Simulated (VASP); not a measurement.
A run of VASP 6.6.1 is set up as follows.

The input POSCAR:

```
C
1.0
    0.0000000000      1.7566490000      1.7298980000
    1.7566490000      0.0000000000      1.7298980000
    1.7566490000      1.7566490000      0.0000000000
C
2
Direct
    0.5000000000      0.5000000000      0.5000000000
    0.7500000000      0.7500000000      0.7500000000
```

INCAR.step1

```
ALGO = Normal
EDIFF = 1E-4
ENCUT = 520
GGA = PE
ISMEAR = 0
LASPH = True
LCHARG = False
LREAL = False
LWAVE = True
NBANDS = 11
NELM = 60
PREC = Accurate
SIGMA = 0.05
```

INCAR.step2

```
ALGO = Normal
EDIFF = 1E-6
ENCUT = 520
ISIF = 2
ISMEAR = 0
ISTART = 1
LASPH = True
LCHARG = False
LMIXTAU = True
LREAL = False
LWAVE = False
METAGGA = R2SCAN
NBANDS = 11
NELM = 60
PREC = Accurate
SIGMA = 0.05
```

Contents of KPOINTS:

```
k-points
0
Gamma
  12 12 12
```

Potentials or basis: VASP PAW PBE potentials, release 64 (C).

Run with:

```console
$ cat potpaw_PBE.64/C/POTCAR > POTCAR
$ cp INCAR.step1 INCAR
$ mpirun -np 1 vasp_std > vasp.out
$ cp INCAR.step2 INCAR
$ mpirun -np 1 vasp_std > vasp.out
```

**Question.** Estimate the band gap on the k mesh.

**Answer.** 4.06 eV, indirect (least direct gap 5.70 eV).

**Question.** Estimate the pressure.

**Answer.** 28.9 GPa.

Stress tensor (GPa, compression positive):
```
23.60  0.00  0.00
 0.00 23.60  0.00
 0.00  0.00 39.47
```

Caveat: the cell differs from its parent crystal (strain -0.015 along x and y, -0.030 along z); the PAW data sets were made with another functional, which shifts forces and pressure a little. A k mesh can miss the band edges.
